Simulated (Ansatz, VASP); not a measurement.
## Zn: VASP beside Ansatz

```
CELL_PARAMETERS angstrom
-1.51899 1.31628 1.90784
1.51899 -1.31628 1.90784
1.51899 1.31628 -1.90784
ATOMIC_POSITIONS crystal
Zn 0.50000 0.50000 0.00000
```

Alike in both runs: functional PBE; k mesh 10 × 10 × 10; occupations gaussian, width 0.1 eV; no spin polarisation.

Ansatz relaxed the structure, and its values are those at the end. VASP's run is a single point on that final structure, the one shown.

|  | VASP | Ansatz |
| --- | --- | --- |
| version | VASP 6.6.1 | Ansatz 0.2.0 |
| potentials or method | VASP PAW PBE potentials, release 64 (Zn), cutoff 520 eV | scalar-relativistic, plane waves, PAW |
| valence electrons in the cell | 12 | 12 |

```csv
,VASP,Ansatz,Ansatz less VASP
gap on the k mesh at the Fermi level (eV),none,none,-
pressure (GPa),0.3,-0.1,-0.40
```

A gap of «none» marks a metal or a gap that the smearing closes.
